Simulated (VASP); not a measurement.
# As: relaxation of cell and atoms with PBE

Crystal: As.

```xyz
2
Lattice="-2.4815 2.4815 1.3051 2.4815 -2.4815 1.3051 2.4815 2.4815 -1.3051" Properties=species:S:1:pos:R:3 pbc="T T T"
As    0.0000   -1.2407   -0.3263
As    0.0000    1.2407    0.3263
```

```
Program                : VASP 6.6.1
Task                   : relaxation of cell and atoms
Functional             : PBE
Potentials or basis    : VASP PAW PBE potentials, release 64 (As)
Cutoff                 : 600 eV
k mesh                 : 16 × 16 × 16
Occupations            : fermi-dirac, width 0.1 eV
Spin                   : no spin polarisation
Target pressure        : 30 GPa
Dipole correction      : no
Further INCAR settings : ALGO = Normal; EDIFF = 1e-06; IBRION = 2; EDIFFG = -0.005; NSW = 32; ISIF = 3
```

* Relaxed volume: 16.13 Å³/atom
* Relaxed cell: a = 3.749 Å, b = 3.749 Å, c = 3.749 Å, α = 96.98°, β = 96.98°, γ = 139.20°
* Space group after relaxing (to 0.1 Å): I4_1/amd (No. 141)
* Energy change on relaxing (the run minimises the enthalpy): -10.5 meV/atom
* Ionic steps: 3
* Pressure after relaxing: 30.0 GPa
* Band gap on the k mesh: zero (bands 5 and 6 overlap by 8.16 eV)

Step by step:
| step | energy change (eV) | largest force (eV/Å) | pressure (GPa) | volume (Å³) |
| --- | --- | --- | --- | --- |
| 1 | 0.0000 | 0.0000 | 30.69 | 32.15 |
| 2 | -0.0598 | 0.0000 | 28.75 | 32.47 |
| 3 | -0.0211 | 0.0000 | 30.01 | 32.26 |

Final structure:
```
CELL_PARAMETERS angstrom
-2.48439 2.48439 1.30659
2.48439 -2.48439 1.30659
2.48439 2.48439 -1.30659
ATOMIC_POSITIONS crystal
As 0.62500 0.87500 0.75000
As 0.37500 0.12500 0.25000
```

Levels at points of the mesh, in eV from the Fermi level:
| k point | band 2 | band 3 | band 4 | band 5 | band 6 | band 7 | band 8 | band 9 |
| --- | --- | --- | --- | --- | --- | --- | --- | --- |
| (0.00, 0.00, 0.00) | -8.05 | -5.20 | -5.20 | 1.53 | 5.09 | 5.09 | 6.46 | 6.76 |
| (0.50, 0.00, 0.00) | -9.43 | -5.75 | -4.85 | -3.82 | 0.62 | 1.12 | 3.08 | 7.05 |
| (0.50, 0.50, 0.00) | -14.28 | -2.13 | -2.13 | -0.87 | -0.87 | 6.10 | 6.10 | 10.47 |
| (0.50, 0.50, 0.50) | -12.78 | -8.73 | -8.73 | 4.81 | 4.81 | 8.34 | 8.34 | 13.56 |

Run time: 74 s on 1 thread of Intel(R) Xeon(R) 6975P-C (Granite Rapids) (shared host), peak memory 0.27 GiB.

Caveat: the cell is relaxed towards a set pressure, so the run minimises the enthalpy, not the energy.
